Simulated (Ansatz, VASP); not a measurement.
# SiO2: VASP beside Ansatz

The input INCAR:

```
SYSTEM = SiO2
ALGO = Normal
EDIFF = 1E-6
ENCUT = 520
ISIF = 2
ISMEAR = 0
LASPH = .True.
LCHARG = .False.
LREAL = .False.
LWAVE = .False.
NBANDS = 44
NELM = 80
PREC = Accurate
SIGMA = 0.02
```

The input KPOINTS:

```
k-points
0
Gamma
  6 6 4
  0 0 0
```

The input POSCAR:

```
SiO2
1.0
    4.8645547980      0.0000000000      0.0000000000
   -2.4322773990      4.2128280332      0.0000000000
    0.0000000000      0.0000000000      8.5941285273
Si O
4 8
Direct
    0.6666666667      0.3333333333      0.9358185318
    0.6666666667      0.3333333333      0.5641814682
    0.3333333333      0.6666666667      0.0641814682
    0.3333333333      0.6666666667      0.4358185318
    0.0000000000      0.3865804685      0.0000000000
    0.3865804685      0.3865804685      0.5000000000
    0.6134195315      0.0000000000      0.5000000000
    0.6134195315      0.6134195315      0.0000000000
    0.0000000000      0.6134195315      0.5000000000
    0.6666666667      0.3333333333      0.7500000000
    0.3333333333      0.6666666667      0.2500000000
    0.3865804685      0.0000000000      0.0000000000
```

Input for Ansatz:

```yaml
crystal:
  lattice:
    - [4.864554798, 0.0, 0.0]
    - [-2.432277399, 4.2128280332, 0.0]
    - [0.0, 0.0, 8.5941285273]
  atoms:
    - { symbol: Si, position: [0.6666666667, 0.3333333333, 0.9358185318] }
    - { symbol: Si, position: [0.6666666667, 0.3333333333, 0.5641814682] }
    - { symbol: Si, position: [0.3333333333, 0.6666666667, 0.0641814682] }
    - { symbol: Si, position: [0.3333333333, 0.6666666667, 0.4358185318] }
    - { symbol: O, position: [0.0, 0.3865804685, 0.0] }
    - { symbol: O, position: [0.3865804685, 0.3865804685, 0.5] }
    - { symbol: O, position: [0.6134195315, 0.0, 0.5] }
    - { symbol: O, position: [0.6134195315, 0.6134195315, 0.0] }
    - { symbol: O, position: [0.0, 0.6134195315, 0.5] }
    - { symbol: O, position: [0.6666666667, 0.3333333333, 0.75] }
    - { symbol: O, position: [0.3333333333, 0.6666666667, 0.25] }
    - { symbol: O, position: [0.3865804685, 0.0, 0.0] }
basis:
  ecutwfc: 420
kpoints:
  mp_grid: { grid: [6, 6, 4] }
  band_path: { path: [VBM, CBM], npoints: 2 }
hamiltonian:
  xc: lda
scf:
  occupations: { method: gaussian, width: 0.02 }
output:
  forces: true
  stress: true
  eigenvalues: true
checkpoint:
  read: start.run
  write: ck
  compress: false
  write_wavefunctions: false
  write_every: 100000
```

Alike in both runs: task single point; functional LDA; k mesh 6 × 6 × 4; occupations gaussian, width 0.02 eV; no spin polarisation.

|  | VASP | Ansatz |
| --- | --- | --- |
| version | VASP 6.6.1 | Ansatz 0.2.0 |
| potentials or method | VASP PAW LDA potentials, release 64 (Si, O), cutoff 520 eV | scalar-relativistic, plane waves, PAW |
| valence electrons in the cell | 64 | 64 |

|  | VASP | Ansatz | Ansatz less VASP |
| --- | --- | --- | --- |
| gap on the k mesh at the Fermi level (eV) | 5.46 | 5.47 | +0.001 |
| least direct gap on the mesh (eV) | 5.56 | 5.57 | +0.002 |
| pressure (GPa) | 1.7 | 1.1 | -0.57 |
| traceless stress, the component that is largest in VASP (GPa) | -1.17 | -1.14 | +0.037 |
| rms of the force components (eV/Å) | 0.017 | 0.000 | -0.0168 |

LDA's correlation is that of Perdew and Zunger in VASP and of Perdew and Wang (1992) in Ansatz. Atom by atom the forces differ by 0.017 eV/Å (rms over components).
